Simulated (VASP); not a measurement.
**TiO2: single point with LDA**

Crystal: TiO2.

```
Ti O
1.0
     4.60926    0.00000    0.00000
     0.00000    4.60926    0.00000
     0.00000    0.00000    2.96883
Ti O
2 4
Direct
  0.00000 0.00000 0.00000
  0.50000 0.50000 0.50000
  0.30600 0.30600 0.00000
  0.19400 0.80600 0.50000
  0.69400 0.69400 0.00000
  0.80600 0.19400 0.50000
```

| Property | Result |
| --- | --- |
| Program | VASP 6.6.1 |
| Task | single point |
| Functional | LDA |
| Potentials or basis | VASP PAW LDA potentials, release 64 (Ti_sv, O) |
| Cutoff | 520 eV |
| k mesh | 7 × 7 × 10 |
| Occupations | fermi-dirac, width 0.05 eV |
| Spin | no spin polarisation |

- Pressure: -9.0 GPa
- Largest force: 0.078 eV/Å
- Band gap on the k mesh: 1.80 eV

Forces on the atoms (eV/Å):
```
Ti   0.000  0.000  0.000
Ti   0.000  0.000  0.000
O   -0.055 -0.055  0.000
O    0.055 -0.055  0.000
O    0.055  0.055  0.000
O   -0.055  0.055  0.000
```

Stress tensor (GPa, compression positive):
```
 -7.87   0.00   0.00
  0.00  -7.87   0.00
  0.00   0.00 -11.29
```

Levels at points of the mesh, in eV from the valence-band top:
| k point | band 20 | band 21 | band 22 | band 23 | band 24 | band 25 | band 26 | band 27 | band 28 | band 29 |
| --- | --- | --- | --- | --- | --- | --- | --- | --- | --- | --- |
| (0.00, 0.00, 0.00) | -1.97 | -0.69 | -0.43 | -0.43 | 0.00 | 1.80 | 2.11 | 2.34 | 2.41 | 2.41 |
| (0.00, 0.00, 0.50) | -2.71 | -2.37 | -2.37 | -1.43 | -1.43 | 2.88 | 2.88 | 3.06 | 3.06 | 3.62 |

Wall time 120 s on 1 thread of Intel Xeon 8259CL (shared host), peak memory 0.22 GiB.

Caveat: the cell stands under tension; an odd mesh through Γ misses points on the zone boundary, where band edges can lie.
